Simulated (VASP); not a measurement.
Set up this calculation in VASP 6.6.1, as the native input.

* Task: relaxation of the atoms
* Functional: PBE
* Potentials or basis: VASP PAW PBE potentials, release 64 (K_sv, F)
* Cutoff: 520 eV
* k mesh: 6 × 6 × 6
* Occupations: fermi-dirac, width 0.02 eV
* Spin: no spin polarisation
* Dipole correction: no
* Further INCAR settings: ALGO = Normal; EDIFF = 1e-06; IBRION = 2; EDIFFG = -0.02; NSW = 80

The structure of KF (Carobbiite) lies in POSCAR:

```
KF
1.0
    0.0000000000      2.6718500000      2.6718500000
    2.6718500000      0.0000000000      2.6718500000
    2.6718500000      2.6718500000      0.0000000000
K F
1 1
Direct
    0.0000000000      0.0000000000      0.0000000000
    0.5000000000      0.5000000000      0.5000000000
```

One way to write it, as run:

INCAR

```
  ALGO = Normal
  EDIFF = 1E-6
  EDIFFG = -0.02
  ENCUT = 520
  GGA = PE
  IBRION = 2
  ISIF = 2
  ISMEAR = -1
  LASPH = T
  LCHARG = F
  LREAL = F
  LWAVE = F
  NELM = 60
  NSW = 80
  PREC = Accurate
  SIGMA = 0.02
```

KPOINTS

```
k-points
0
Gamma
  6 6 6
```

Potentials or basis: VASP PAW PBE potentials, release 64 (K_sv, F).

Launch:

```sh
$ cat potpaw_PBE.64/K_sv/POTCAR potpaw_PBE.64/F/POTCAR > POTCAR
$ mpirun -np 1 vasp_std > vasp.out
```

It gave:

```json
{
  "Pressure after relaxing": "1.4 GPa",
  "Band gap on the k mesh": "6.17 eV, direct"
}
```

Caveat: the relaxation stopped at its first step, so nothing moved.

It took 8.2 s on 1 thread of Intel Xeon 6975P-C, on a shared host, peak memory 0.15 GiB.
